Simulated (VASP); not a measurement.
Input of a VASP 6.6.1 run:

Contents of INCAR:

```
SYSTEM = Ga3O2
  ALGO = Normal
  EDIFF = 1E-6
  ENCUT = 520
  GGA = PE
  ISIF = 2
  ISMEAR = 0
  LASPH = .True.
  LCHARG = .False.
  LREAL = .False.
  LWAVE = .False.
  NBANDS = 34
  NELM = 100
  PREC = Accurate
  SIGMA = 0.1
```

Contents of KPOINTS:

```
k-points
0
Gamma
  8 8 8
  0 0 0
```

POSCAR

```
Ga3O2
1.0
    4.3978761723      0.0000000000      0.0000000000
    0.0000000000      4.3978761723      0.0000000000
    0.0000000000      0.0000000000      4.3978761723
Ga O
3 2
Direct
    0.0000000000      0.5000000000      0.5000000000
    0.5000000000      0.0000000000      0.5000000000
    0.5000000000      0.5000000000      0.0000000000
    0.0000000000      0.0000000000      0.0000000000
    0.5000000000      0.5000000000      0.5000000000
```

Potentials or basis: VASP PAW PBE potentials, release 64 (Ga_d, O).

Launch:

```bash
$ cat potpaw_PBE.64/Ga_d/POTCAR potpaw_PBE.64/O/POTCAR > POTCAR
$ mpirun -np 1 vasp_std > vasp.out
```

(1) Predict the pressure.

Results:

(1) 0.1 GPa.

Caveat: an odd number of electrons without spin polarisation forces a metal; a magnetic or distorted state may lie lower.
